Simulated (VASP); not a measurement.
Input of a VASP 6.6.1 run:

File INCAR:

```
SYSTEM = NiO
ALGO = Normal
EDIFF = 1E-6
ENCUT = 600
GGA_COMPAT = .False.
ISIF = 2
ISMEAR = -1
ISPIN = 2
LASPH = .True.
LCHARG = .True.
LDAU = .True.
LDAUJ = 0 0
LDAUL = 2 -1
LDAUPRINT = 1
LDAUTYPE = 2
LDAUU = 2 0
LELF = .True.
LMAXMIX = 4
LORBIT = 11
LREAL = .False.
LVHAR = .True.
LWAVE = .False.
MAGMOM = 1 0
NBANDS = 23
NELM = 200
PREC = Accurate
SIGMA = 0.05
```

Contents of KPOINTS:

```
k-points
0
Gamma
  7 7 7
  0 0 0
```

POSCAR

```
NiO
1.0
    0.0000000000      2.2406300000      2.2406300000
    2.2406300000      0.0000000000      2.2406300000
    2.2406300000      2.2406300000      0.0000000000
Ni O
1 1
Direct
    0.0000000000      0.0000000000      0.0000000000
    0.7500000000      0.7500000000      0.7500000000
```

Potentials or basis: VASP PAW LDA potentials, release 64 (Ni_sv_GW, O).

Launch:

```sh
$ cat potpaw_LDA.64/Ni_sv_GW/POTCAR potpaw_LDA.64/O/POTCAR > POTCAR
$ mpirun -np 1 vasp_std > vasp.out
```

Question: Predict the pressure.

Answer: -14.4 GPa.

Question: Estimate the net moment.

Answer: 2.00 μB per cell.

Eigenvalues of the final occupation matrices:
| site | spin | trace | eigenvalues |
| --- | --- | --- | --- |
| site 1 d | 1 | 4.68 | 0.93 0.93 0.94 0.94 0.94 |
| site 1 d | 2 | 3.12 | 0.46 0.46 0.46 0.86 0.86 |

Caveat: a cell with one magnetic atom can't hold antiferromagnetic order, which such compounds often take. The state reached can hang on the start; a lower one may exist.
